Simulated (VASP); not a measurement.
# GaN (Fm-3m) in VASP: further runs, part 2 of 2

VASP 6.6.1.

**4. Single point, PBE (Al replaced by Ga, lengths x 1.003, strained)**

INCAR

```
SYSTEM = GaN
  PREC = Accurate
  ENCUT = 600
  EDIFF = 1E-6
  ISMEAR = 0
  SIGMA = 0.1
  LREAL = .FALSE.
  LASPH = .TRUE.
  NELM = 120
  ALGO = Normal
  ISIF = 2
  LWAVE = .FALSE.
  LCHARG = .TRUE.
  GGA = PE
  LELF = .TRUE.
  LVHAR = .TRUE.
  NBANDS = 16
  GGA_COMPAT = .FALSE.
```

KPOINTS

```
Automatic mesh
0
G
  8 8 8
  0 0 0
```

POSCAR

```
GaN
1.0
    0.0000000000      2.0690399557      2.0690399557
    2.0690399557      0.0000000000      2.0690399557
    2.0690399557      2.0690399557      0.0000000000
Ga N
1 1
Direct
    0.5000000000      0.5000000000      0.5000000000
    0.0000000000      0.0000000000      0.0000000000
```

Potentials or basis: VASP PAW PBE potentials, release 64 (Ga_d, N).

Run with:

```console
$ cat potpaw_PBE.64/Ga_d/POTCAR potpaw_PBE.64/N/POTCAR > POTCAR
$ mpirun -np 1 vasp_std > vasp.out
```

OUTCAR:

```text
SYSTEM = GaN
   PREC = Accurate
   ENCUT = 600
   EDIFF = 1E-6
   ISMEAR = 0
   LREAL = .FALSE.
   LASPH = .TRUE.
   NELM = 120
   ISIF = 2
   GGA = PE

 ion  position               nearest neighbor table
   1  0.500  0.500  0.500-   2 2.07   2 2.07   2 2.07   2 2.07   2 2.07   2 2.07
   2  0.000  0.000  0.000-   1 2.07   1 2.07   1 2.07   1 2.07   1 2.07   1 2.07

  LATTYP: Found a face centered cubic cell.
 ALAT       =     4.1380799114

  Lattice vectors:

 A1 = (   0.0000000000,   2.0690399557,   2.0690399557)
 A2 = (   2.0690399557,   0.0000000000,   2.0690399557)
 A3 = (   2.0690399557,   2.0690399557,   0.0000000000)

Analysis of symmetry for initial positions (statically):
=====================================================================
 Subroutine PRICEL returns:
 Original cell was already a primitive cell.

 Routine SETGRP: Setting up the symmetry group for a
 face centered cubic supercell.

 Subroutine GETGRP returns: Found 48 space group operations
 (whereof 48 operations were pure point group operations)
 out of a pool of 48 trial point group operations.

The static configuration has the point symmetry O_h .

Analysis of symmetry for dynamics (positions and initial velocities):
=====================================================================
 Subroutine PRICEL returns:
 Original cell was already a primitive cell.

 Routine SETGRP: Setting up the symmetry group for a
 face centered cubic supercell.

 Subroutine GETGRP returns: Found 48 space group operations
 (whereof 48 operations were pure point group operations)
 out of a pool of 48 trial point group operations.

The dynamic configuration has the point symmetry O_h .

 Subroutine INISYM returns: Found 48 space group operations
 (whereof 48 operations are pure point group operations),
 and found     1 'primitive' translations

----------------------------------------------------------------------------------------

                                     Primitive cell

  volume of cell :      17.7148

  direct lattice vectors                    reciprocal lattice vectors
     0.000000000  2.069039956  2.069039956    -0.241657972  0.241657972  0.241657972
     2.069039956  0.000000000  2.069039956     0.241657972 -0.241657972  0.241657972
     2.069039956  2.069039956  0.000000000     0.241657972  0.241657972 -0.241657972

  length of vectors
     2.926064366  2.926064366  2.926064366     0.418563886  0.418563886  0.418563886

  position of ions in fractional coordinates (direct lattice)
     0.500000000  0.500000000  0.500000000
     0.000000000  0.000000000  0.000000000

  ion indices of the primitive-cell ions
   primitive index   ion index
                 1           1
                 2           2

----------------------------------------------------------------------------------------

 KPOINTS: Automatic mesh

Automatic generation of k-mesh.
 Grid dimensions read from file:
 generate k-points for:    8    8    8

 Generating k-lattice:

  Cartesian coordinates                     Fractional coordinates (reciprocal lattice)
    -0.030207247  0.030207247  0.030207247     0.125000000  0.000000000  0.000000000
     0.030207247 -0.030207247  0.030207247     0.000000000  0.125000000  0.000000000
     0.030207247  0.030207247 -0.030207247     0.000000000  0.000000000  0.125000000

  Length of vectors
     0.052320486  0.052320486  0.052320486

  Shift w.r.t. Gamma in fractional coordinates (k-lattice)
     0.000000000  0.000000000  0.000000000

 Subroutine IBZKPT returns following result:
 ===========================================

 Found     29 irreducible k-points:

 Following reciprocal coordinates:
            Coordinates               Weight
  0.000000  0.000000  0.000000      1.000000
  0.125000  0.000000  0.000000      8.000000
  0.250000  0.000000  0.000000      8.000000
  0.375000  0.000000  0.000000      8.000000
  0.500000  0.000000  0.000000      4.000000
  0.125000  0.125000  0.000000      6.000000
[... 16 lines left out ...]
  0.500000  0.250000  0.125000     48.000000
 -0.375000  0.250000  0.125000     24.000000
 [... further k-points ...]
   k-points           NKPTS =     29   k-points in BZ     NKDIM =     29   number of bands    NBANDS=     16
   number of dos      NEDOS =    301   number of ions     NIONS =      2
   total plane-waves  NPLWV =  13824
   dimension x,y,z NGX =    24 NGY =   24 NGZ =   24
   dimension x,y,z NGXF=    48 NGYF=   48 NGZF=   48
   ions per type =               1   1
   NGX,Y,Z   is equivalent  to a cutoff of  13.64, 13.64, 13.64 a.u.
   NGXF,Y,Z  is equivalent  to a cutoff of  27.27, 27.27, 27.27 a.u.
 SYSTEM =  GaN
   PREC   = accura    normal or accurate (medium, high low for compatibility)
   ISTART =      0    job   : 0-new  1-cont  2-samecut
   ICHARG =      2    charge: 1-file 2-atom 10-const
   ISPIN  =      1    spin polarized calculation?
   LNONCOLLINEAR =      F non collinear calculations
   LSORBIT =      F    spin-orbit coupling
   LASPH  =      T    aspherical Exc in radial PAW
   ENCUT  =  600.0 eV  44.10 Ry    6.64 a.u.   5.84  5.84  5.84*2*pi/ulx,y,z
   NELM   =    120;   NELMIN=  2; NELMDL= -5     # of ELM steps
   EDIFF  = 0.1E-05   stopping-criterion for ELM
   LREAL  =      F    real-space projection
   EDIFFG = 0.1E-04   stopping-criterion for IOM
   NSW    =      0    number of steps for IOM
   IBRION =     -1    ionic relax: 0-MD 1-quasi-New 2-CG
   NFREE  =      0    steps in history (QN), initial steepest desc. (CG)
   ISIF   =      2    stress and relaxation
   ISYM   =      2    0-nonsym 1-usesym 2-fastsym
   POTIM  = 0.5000    time-step for ionic-motion
   TEBEG  =    0.0;   TEEND  =   0.0 temperature during run
   PSTRESS=    0.0 pullay stress
   NELECT =      18.0000    total number of electrons
   NUPDOWN=      -1.0000    fix difference up-down
   EMIN   =  10.00;   EMAX   =-10.00  energy-range for DOS
   EFERMI =   0.00;   METHOD = LEGACY
   ISMEAR =     0;   SIGMA  =   0.10  broadening in eV -4-tet -1-fermi 0-gaus
   EFERMI_NEDOS =   21; number of points for ismear=-14 and -15
   IALGO  =     38    algorithm
   IMIX   =      4    mixing-type and parameters
     AMIX     =   0.40;   BMIX     =  1.00
     AMIX_MAG =   1.60;   BMIX_MAG =  1.00
  volume/ion in A,a.u.               =       8.86        59.77
  Fermi-wavevector in a.u.,A,eV,Ry     =   1.645837  3.110181 36.855176  2.708779
  Thomas-Fermi vector in A             =   2.735567
   LORBIT       =      0    0 simple, 1 ext, 2 COOP (PROOUT), +10 PAW based schemes
   GGA     = PE    functional components
   LHFCALC =     F    Hartree Fock is set to
   AEXX    =    0.0000 exact exchange contribution
   IVDW    =     0    specifies the selected vdW correction
   LEPSILON=     F    determine dielectric tensor
   LRPA    =     F    only Hartree local field effects (RPA)
 non-spin polarized calculation
 Gauss-broadening in eV      SIGMA  =   0.10
  energy-cutoff  :      600.00
  volume of cell :       17.71
 maximum number of plane-waves:       609
   NGX = 11   NGY = 11   NGZ = 11

 number of electron      17.9999992 magnetization

 Free energy of the ion-electron system (eV)
  ---------------------------------------------------
  ext. energy  EPLUGINS =         0.00000000
  ---------------------------------------------------
  free energy    TOTEN  =       -11.07730620 eV

  energy without entropy =      -11.07730620  energy(sigma->0) =      -11.07730620

 E-fermi :   9.2055     XC(G=0): -13.4456

 val. band max:        8.7017963231   @ k =  -0.2500   0.1250   0.0000
 cond. band min:       9.7229657964   @ k =   0.5000   0.5000   0.0000
 fundamental gap:      1.0211694733
 Fermi energy:         9.2054736427

 k-point     1 :       0.0000    0.0000    0.0000
  band No.  band energies     occupation
      1      -9.2433      2.00000
      2      -5.2566      2.00000
      3      -5.2566      2.00000
      4      -5.2566      2.00000
      5      -5.1453      2.00000
      6      -5.1453      2.00000
[... 8 lines left out ...]
     15      25.4775      0.00000
     16      25.4775      0.00000
[... 419 lines left out ...]
 k-point    24 :      -0.3750    0.2500    0.1250
  band No.  band energies     occupation
      1      -6.6462      2.00000
      2      -5.4180      2.00000
      3      -5.3089      2.00000
      4      -5.2135      2.00000
      5      -4.9819      2.00000
      6      -3.7689      2.00000
[... 8 lines left out ...]
     15      28.4131      0.00000
     16      33.1778      0.00000

 [... further k-points ...]

------------------------ aborting loop because EDIFF is reached ----------------------------------------

  FORCE on cell =-STRESS in cart. coord.  units (eV):
  Direction    XX          YY          ZZ          XY          YZ          ZX
  --------------------------------------------------------------------------------------
  -------------------------------------------------------------------------------------
  Total        2.7525057      2.7525057      2.7525057     -0.0000000     -0.0000000     -0.0000000
  in kB      248.9442988    248.9442988    248.9442988     -0.0000000     -0.0000000     -0.0000000
  external PRESSURE =     248.9442988 kB  Pullay stress =       0.0000000 kB

 VOLUME and BASIS-vectors are now :
 -----------------------------------------------------------------------------
  energy-cutoff  :      600.00
  volume of cell :       17.71
      direct lattice vectors                 reciprocal lattice vectors
     0.000000000  2.069039956  2.069039956    -0.241657972  0.241657972  0.241657972
     2.069039956  0.000000000  2.069039956     0.241657972 -0.241657972  0.241657972
     2.069039956  2.069039956  0.000000000     0.241657972  0.241657972 -0.241657972

 POSITION                                       TOTAL-FORCE (eV/Angst)
 -----------------------------------------------------------------------------------
      2.06904      2.06904      2.06904        -0.000000     -0.000000     -0.000000
      0.00000      0.00000      0.00000         0.000000      0.000000      0.000000
 -----------------------------------------------------------------------------------
    total drift:                                0.000000     -0.000000      0.000000

  FREE ENERGIE OF THE ION-ELECTRON SYSTEM (eV)
  ---------------------------------------------------
  free  energy   TOTEN  =       -11.0773061992 eV

  energy  without entropy=      -11.0773061992  energy(sigma->0) =      -11.07730620
```

OSZICAR:

```text
N       E                     dE             d eps       ncg     rms          rms(c)
DAV:   1     0.774606649126E+02    0.77461E+02   -0.95547E+03  1024   0.237E+03
DAV:   2    -0.813706297308E+01   -0.85598E+02   -0.79493E+02  1064   0.353E+02
DAV:   3    -0.129338034186E+02   -0.47967E+01   -0.47695E+01  1096   0.683E+01
DAV:   4    -0.129815435084E+02   -0.47740E-01   -0.47733E-01  1128   0.730E+00
DAV:   5    -0.129820555331E+02   -0.51202E-03   -0.51201E-03  1136   0.685E-01    0.754E+00
DAV:   6    -0.110988109979E+02    0.18832E+01   -0.42253E+00  1360   0.426E+01    0.238E+00
DAV:   7    -0.110916128292E+02    0.71982E-02   -0.26906E-01  1056   0.517E+00    0.158E+00
DAV:   8    -0.110790609261E+02    0.12552E-01   -0.27380E-02  1128   0.252E+00    0.446E-01
DAV:   9    -0.110773445189E+02    0.17164E-02   -0.69910E-03  1160   0.231E+00    0.105E-01
DAV:  10    -0.110773083382E+02    0.36181E-04   -0.62169E-04  1112   0.362E-01    0.166E-02
DAV:  11    -0.110773042751E+02    0.40631E-05   -0.59885E-05  1120   0.898E-02    0.124E-02
DAV:  12    -0.110773061887E+02   -0.19137E-05   -0.35910E-06  1184   0.381E-02    0.301E-03
DAV:  13    -0.110773061992E+02   -0.10436E-07   -0.38644E-07   616   0.646E-03
   1 F= -.11077306E+02 E0= -.11077306E+02  d E =-.261673E-13
```

Run time: 7.9 s. Hardware: 1 thread of AMD EPYC 9R45 (Zen 5), shared host; peak memory 0.11 GiB.

What came out:

| Item | Value |
| --- | --- |
| Free energy | -11.0773 eV |
| Pressure | 24.9 GPa |
| Band gap on the k mesh | 1.02 eV, indirect (least direct gap 3.58 eV) |

Levels at points of the mesh, in eV from the valence-band top:
```csv
k point,band 5,band 6,band 7,band 8,band 9,band 10,band 11,band 12,band 13,band 14
"(0.00, 0.00, 0.00)",-13.85,-13.85,-0.57,-0.57,-0.57,3.01,15.12,15.12,15.12,16.33
"(0.50, 0.00, 0.00)",-13.69,-13.69,-8.57,-0.15,-0.15,4.99,9.49,9.49,10.29,17.00
"(0.50, 0.50, 0.00)",-13.62,-10.82,-7.61,-3.27,-3.27,1.02,7.92,12.59,15.36,15.36
```

Caveat: the cell differs from its parent crystal (Al replaced by Ga, lengths x 1.003, strained).

**5. Single point, PBE (Al replaced by Ga, lengths x 1.003, strained)**

INCAR

```
SYSTEM = GaN
  PREC = Accurate
  ENCUT = 600
  EDIFF = 1E-6
  ISMEAR = 0
  SIGMA = 0.02
  LREAL = .FALSE.
  LASPH = .TRUE.
  NELM = 120
  ALGO = Normal
  ISIF = 2
  LWAVE = .FALSE.
  LCHARG = .FALSE.
  GGA = PE
  NBANDS = 16
  GGA_COMPAT = .FALSE.
```

KPOINTS

```
Automatic mesh
0
G
  12 12 12
  0 0 0
```

POSCAR is that of step 4.

Run with:

```console
$ cat potpaw_PBE.64/Ga_d/POTCAR potpaw_PBE.64/N/POTCAR > POTCAR
$ mpirun -np 1 vasp_std > vasp.out
```

It took 15 s on 1 thread of AMD EPYC 9R45 (Zen 5), shared host; peak memory 0.12 GiB.

It converged, with:

```yaml
Free_energy: -11.0787 eV
Pressure: 24.9 GPa
Band_gap_on_the_k_mesh: 1.00 eV, indirect (least direct gap 3.58 eV)
```

Levels at points of the mesh, in eV from the valence-band top:
```tsv
k point	band 6	band 7	band 8	band 9	band 10	band 11	band 12	band 13
(0.00, 0.00, 0.00)	-13.87	-0.59	-0.59	-0.59	2.99	15.10	15.10	15.10
(0.50, 0.00, 0.00)	-13.71	-8.59	-0.17	-0.17	4.97	9.47	9.47	10.27
(0.50, 0.50, 0.00)	-10.84	-7.63	-3.29	-3.29	1.00	7.90	12.57	15.34
```

Caveat: the cell differs from its parent crystal (Al replaced by Ga, lengths x 1.003, strained).

**6. Summary**

| cell | k mesh | cutoff (eV) | smearing | gap on the mesh (eV) | pressure (GPa) |
| --- | --- | --- | --- | --- | --- |
| a = 2.877 Å, angles 60.0°, 2 atoms | 8 × 8 × 8 | 520 | gaussian 0.1 eV | 1.37 | 42.9 |
| a = 2.877 Å, angles 60.0°, 2 atoms | 12 × 12 × 12 | 520 | gaussian 0.02 eV | 1.35 | 43.0 |
| a = 2.926 Å, angles 60.0°, 2 atoms | 8 × 8 × 8 | 600 | gaussian 0.1 eV | 1.02 | 24.9 |
| a = 2.926 Å, angles 60.0°, 2 atoms | 12 × 12 × 12 | 600 | gaussian 0.02 eV | 1.00 | 24.9 |

Alike in all rows: task single point; level PBE; potentials or basis VASP PAW PBE potentials, release 64 (Ga_d, N); no spin polarisation.

Total energies depend on the potentials used, so only differences within one code and one set of settings carry meaning.
